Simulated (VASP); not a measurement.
# Te (P3_121) in VASP: single point with PBE

Aim: the single point of Te with PBE.

Everything below comes from runs of VASP 6.6.1. Logs are shortened: lines on timing, memory, paths and dates and some standing lists are left out, and cuts for length are marked.

**1. The cell of the first run**

The structure is trigonal, space group P3_121 (No. 152). The conventional cell has a = 4.441 Å, b = 4.441 Å, c = 5.967 Å, α = 90.00°, β = 90.00°, γ = 120.00°. Within 3.8 Å of Te (site symmetry 2) lie 6 Te at 2.90 to 3.45 Å.

**2. Single point, PBE, non-collinear spin, zero start, spin-orbit coupling**

File INCAR:

```
SYSTEM = Te
PREC = Accurate
ENCUT = 500
EDIFF = 1E-6
ISMEAR = 0
SIGMA = 0.05
LREAL = .False.
LASPH = .True.
NELM = 200
ALGO = Normal
ISIF = 2
LWAVE = .False.
LCHARG = .False.
MAGMOM = 0 0 0 0 0 0 0 0 0
LORBIT = 11
LSORBIT = .True.
GGA_COMPAT = .False.
LORBMOM = .True.
GGA = PE
NBANDS = 31
```

File KPOINTS:

```
Automatic mesh
0
Gamma
  8 8 4
  0 0 0
```

File POSCAR:

```
Te
1.0
    4.4411075167      0.0000000000      0.0000000000
   -2.2205537583      3.8461119304      0.0000000000
    0.0000000000      0.0000000000      5.9670932771
Te
3
Direct
    0.2735482655      0.0000000000      0.8333333333
    0.0000000000      0.2735482655      0.1666666667
    0.7264517345      0.7264517345      0.5000000000
```

Potentials or basis: VASP PAW PBE potentials, release 64 (Te).

Launch:

```
> cat potpaw_PBE.64/Te/POTCAR > POTCAR
> mpirun -np 1 vasp_ncl > vasp.out
```

OUTCAR:

```text
SYSTEM = Te
   PREC = Accurate
   ENCUT = 500
   EDIFF = 1E-6
   ISMEAR = 0
   LREAL = .False.
   LASPH = .True.
   NELM = 200
   ISIF = 2
   LORBIT = 11
   LSORBIT = .True.
   GGA = PE

 ion  position               nearest neighbor table
   1  0.274  0.000  0.833-   3 2.90   2 2.90   3 3.45   3 3.45   2 3.45   2 3.45
   2  0.000  0.274  0.167-   3 2.90   1 2.90   3 3.45   3 3.45   1 3.45   1 3.45
   3  0.726  0.726  0.500-   2 2.90   1 2.90   2 3.45   1 3.45   1 3.45   2 3.45

  LATTYP: Found a hexagonal cell.
 ALAT       =     4.4411075167
 C/A-ratio  =     1.3436047776

  Lattice vectors:

 A1 = (   4.4411075167,   0.0000000000,   0.0000000000)
 A2 = (  -2.2205537583,   3.8461119304,   0.0000000000)
 A3 = (   0.0000000000,   0.0000000000,   5.9670932771)

Analysis of symmetry for initial positions (statically):
=====================================================================
 Subroutine PRICEL returns:
 Original cell was already a primitive cell.

 Routine SETGRP: Setting up the symmetry group for a
 hexagonal supercell.

 Subroutine GETGRP returns: Found  6 space group operations
 (whereof  2 operations were pure point group operations)
 out of a pool of 24 trial point group operations.

The static configuration has the point symmetry C_2 .
 The point group associated with its full space group is D_3 .

Analysis of symmetry for dynamics (positions and initial velocities):
=====================================================================
 Subroutine PRICEL returns:
 Original cell was already a primitive cell.

 Routine SETGRP: Setting up the symmetry group for a
 hexagonal supercell.

 Subroutine GETGRP returns: Found  6 space group operations
 (whereof  2 operations were pure point group operations)
 out of a pool of 24 trial point group operations.

The dynamic configuration has the point symmetry C_2 .
 The point group associated with its full space group is D_3 .

Analysis of structural, dynamic, and magnetic symmetry:
=====================================================================
 Subroutine PRICEL returns:
 Original cell was already a primitive cell.

 Routine SETGRP: Setting up the symmetry group for a
 hexagonal supercell.

 Subroutine GETGRP returns: Found  6 space group operations
 (whereof  2 operations were pure point group operations)
 out of a pool of 24 trial point group operations.

The overall configuration has the point symmetry C_2 .
 The point group associated with its full space group is D_3 .

[... 977 lines left out ...]
      1.21486      0.00000      4.97258         0.057317      0.000000     -0.000000
     -0.60743      1.05210      0.99452        -0.028658      0.049638      0.000000
      1.61313      2.79401      2.98355        -0.028658     -0.049638     -0.000000
 -----------------------------------------------------------------------------------
    total drift:                               -0.000000     -0.000000      0.000000

  FREE ENERGIE OF THE ION-ELECTRON SYSTEM (eV)
  ---------------------------------------------------
  free  energy   TOTEN  =        -9.7752190471 eV

  energy  without entropy=       -9.7752190108  energy(sigma->0) =       -9.77521903

 orbital moment (x)

 # of ion     p       d       tot
 ----------------------------------------
  1        -0.000  -0.000  -0.000
  2         0.000   0.000   0.000
  3         0.000   0.000   0.000
 ----------------------------------------
            0.000   0.000   0.000

 orbital moment (y)

 # of ion     p       d       tot
 ----------------------------------------
  1        -0.000  -0.000  -0.000
  2        -0.000  -0.000  -0.000
  3         0.000   0.000   0.000
 ----------------------------------------
           -0.000  -0.000  -0.000

 orbital moment (z)

 # of ion     p       d       tot
 ----------------------------------------
  1         0.000   0.000   0.000
  2         0.000   0.000   0.000
  3         0.000   0.000   0.000
 ----------------------------------------
            0.000   0.000   0.000

 Spin-Orbit-Coupling matrix elements

 Ion:    1  E_soc:     -0.2357846
 l=   1
     0.0000000    -0.0406741    -0.0398642
    -0.0406741     0.0000000    -0.0370390
    -0.0398642    -0.0370390     0.0000000
 l=   2
     0.0000000    -0.0000246     0.0000000    -0.0000212    -0.0000443
    -0.0000246     0.0000000    -0.0000401    -0.0000503    -0.0000222
     0.0000000    -0.0000401     0.0000000    -0.0000982     0.0000000
    -0.0000212    -0.0000503    -0.0000982     0.0000000    -0.0000140
    -0.0000443    -0.0000222     0.0000000    -0.0000140     0.0000000
 l=   3
     0.0000000     0.0000000     0.0000000     0.0000000     0.0000000     0.0000000     0.0000000
     0.0000000     0.0000000     0.0000000     0.0000000     0.0000000     0.0000000     0.0000000
     0.0000000     0.0000000     0.0000000     0.0000000     0.0000000     0.0000000     0.0000000
     0.0000000     0.0000000     0.0000000     0.0000000     0.0000000     0.0000000     0.0000000
[... 29 lines left out ...]
 l=   2
     0.0000000    -0.0000184     0.0000000    -0.0000201    -0.0000443
    -0.0000184     0.0000000    -0.0000837    -0.0000503    -0.0000197
     0.0000000    -0.0000837     0.0000000    -0.0000546     0.0000000
    -0.0000201    -0.0000503    -0.0000546     0.0000000    -0.0000238
    -0.0000443    -0.0000197     0.0000000    -0.0000238     0.0000000
 l=   3
     0.0000000     0.0000000     0.0000000     0.0000000     0.0000000     0.0000000     0.0000000
     0.0000000     0.0000000     0.0000000     0.0000000     0.0000000     0.0000000     0.0000000
     0.0000000     0.0000000     0.0000000     0.0000000     0.0000000     0.0000000     0.0000000
     0.0000000     0.0000000     0.0000000     0.0000000     0.0000000     0.0000000     0.0000000
     0.0000000     0.0000000     0.0000000     0.0000000     0.0000000     0.0000000     0.0000000
     0.0000000     0.0000000     0.0000000     0.0000000     0.0000000     0.0000000     0.0000000
     0.0000000     0.0000000     0.0000000     0.0000000     0.0000000     0.0000000     0.0000000

 total charge

# of ion       s       p       d       tot
------------------------------------------
    1        1.434   1.809   0.041   3.285
    2        1.434   1.809   0.041   3.285
    3        1.434   1.809   0.041   3.285
--------------------------------------------------
tot          4.303   5.428   0.124   9.855

 magnetization (x)

# of ion       s       p       d       tot
------------------------------------------
    1        0.000  -0.000  -0.000  -0.000
    2       -0.000   0.000   0.000   0.000
    3       -0.000   0.000   0.000   0.000
--------------------------------------------------
tot         -0.000  -0.000  -0.000  -0.000

 magnetization (y)

# of ion       s       p       d       tot
------------------------------------------
    1        0.000   0.000   0.000   0.000
    2        0.000  -0.000  -0.000  -0.000
    3       -0.000   0.000   0.000   0.000
--------------------------------------------------
tot          0.000   0.000  -0.000   0.000

 magnetization (z)

# of ion       s       p       d       tot
------------------------------------------
    1        0.000   0.000   0.000   0.000
    2        0.000  -0.000   0.000  -0.000
    3        0.000   0.000   0.000   0.000
--------------------------------------------------
tot          0.000   0.000   0.000   0.000
```

OSZICAR:

```text
N       E                     dE             d eps       ncg     rms          rms(c)
DAV:   1     0.773707356295E+02    0.77371E+02   -0.63190E+03  3224   0.908E+02
DAV:   2    -0.326155172728E+01   -0.80632E+02   -0.77017E+02  4223   0.143E+02
DAV:   3    -0.965291382127E+01   -0.63914E+01   -0.63293E+01  4067   0.425E+01
DAV:   4    -0.978335630965E+01   -0.13044E+00   -0.13038E+00  3895   0.700E+00
DAV:   5    -0.978730418659E+01   -0.39479E-02   -0.39478E-02  4033   0.128E+00    0.125E+01
DAV:   6    -0.977611661459E+01    0.11188E-01   -0.14985E-02  3778   0.771E-01    0.788E+00
DAV:   7    -0.977425006673E+01    0.18665E-02   -0.16727E-02  3834   0.795E-01    0.368E+00
DAV:   8    -0.977544658242E+01   -0.11965E-02   -0.33505E-03  4016   0.335E-01    0.275E-01
DAV:   9    -0.977516456236E+01    0.28202E-03   -0.60543E-04  3868   0.147E-01    0.861E-02
DAV:  10    -0.977520883086E+01   -0.44269E-04   -0.14832E-04  4018   0.662E-02    0.453E-02
DAV:  11    -0.977521848946E+01   -0.96586E-05   -0.83826E-06  3984   0.175E-02    0.192E-02
DAV:  12    -0.977521904709E+01   -0.55763E-06   -0.21426E-06  3924   0.889E-03
   1 F= -.97752190E+01 E0= -.97752190E+01  d E =-.363150E-07  mag=     0.0000     0.0000     0.0000
```

Wall time 8.6 min (1 thread of Intel Xeon 8259CL, shared host); peak memory 0.51 GiB.

What came out:

| Item | Value |
| --- | --- |
| Free energy | -9.7752 eV |
| Pressure | 1.1 GPa |
| Largest force | 0.057 eV/Å |
| Net moment | 0.00 μB per cell |
| Valence electrons inside the program's atomic spheres | Te 3.29 |

Forces on the atoms (eV/Å):
```
Te   0.057  0.000  0.000
Te  -0.029  0.050  0.000
Te  -0.029 -0.050  0.000
```

Stress tensor (GPa, compression positive):
```
0.97 0.00 0.00
0.00 0.97 0.00
0.00 0.00 1.26
```

Moments on the atoms (μB; x, y, z):
```
Te  0.00 0.00 0.00
Te  0.00 0.00 0.00
Te  0.00 0.00 0.00
```
